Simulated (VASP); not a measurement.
Wanted: the native input for a VASP 6.6.1 run.

```yaml
Task: single point
Functional: r2SCAN
Potentials_or_basis: VASP PAW PBE potentials, release 64 (Cd, F)
Cutoff: 520 eV
k_mesh: 8 × 8 × 8
Occupations: gaussian, width 0.01 eV
Spin: no spin polarisation
Dipole_correction: no
Further_INCAR_settings: ALGO = Normal; EDIFF = 1e-06; NBANDS = 20
```

The system is CdF2.

```
CELL_PARAMETERS angstrom
2.71095 2.71095 0.00000
-2.71095 2.71095 0.00000
0.00000 2.71095 2.71095
ATOMIC_POSITIONS crystal
Cd 0.00000 0.00000 0.00000
F 0.25000 0.75000 0.50000
F 0.75000 0.25000 0.50000
```

These files were run (other wordings do the same):

POSCAR

```
CdF2
1.0
    2.7109533989      2.7109533989      0.0000000000
   -2.7109533989      2.7109533989      0.0000000000
    0.0000000000      2.7109533989      2.7109533989
Cd F
1 2
Direct
    0.0000000000      0.0000000000      0.0000000000
    0.2500000000      0.7500000000      0.5000000000
    0.7500000000      0.2500000000      0.5000000000
```

INCAR.step1

```
SYSTEM = CdF2
PREC = Accurate
ENCUT = 520
ISMEAR = 0
SIGMA = 0.01
LREAL = .FALSE.
LASPH = .TRUE.
NELM = 100
NBANDS = 20
GGA = PE
ALGO = Normal
EDIFF = 1E-4
LWAVE = .TRUE.
LCHARG = .FALSE.
```

INCAR.step2

```
SYSTEM = CdF2
PREC = Accurate
ENCUT = 520
EDIFF = 1E-6
ISMEAR = 0
SIGMA = 0.01
LREAL = .FALSE.
LASPH = .TRUE.
NELM = 100
ALGO = Normal
ISIF = 2
LWAVE = .FALSE.
LCHARG = .FALSE.
METAGGA = R2SCAN
LMIXTAU = .TRUE.
NBANDS = 20
ISTART = 1
```

KPOINTS

```
regular mesh
0
G
  8 8 8
  0 0 0
```

Potentials or basis: VASP PAW PBE potentials, release 64 (Cd, F).

Run with:

```bash
$ cat potpaw_PBE.64/Cd/POTCAR potpaw_PBE.64/F/POTCAR > POTCAR
$ cp INCAR.step1 INCAR
$ mpirun -np 1 vasp_std > vasp.out
$ cp INCAR.step2 INCAR
$ mpirun -np 1 vasp_std > vasp.out
```

Results of the run:

| Property | Result |
| --- | --- |
| Pressure | -1.1 GPa |
| Band gap on the k mesh | 3.68 eV (least direct gap 4.21 eV) |

Caveat: the PAW data sets were made with another functional, which shifts forces and pressure a little.

It took 2.7 min on 1 thread of Intel Xeon 8259CL, with other jobs on the host, peak memory 0.18 GiB.
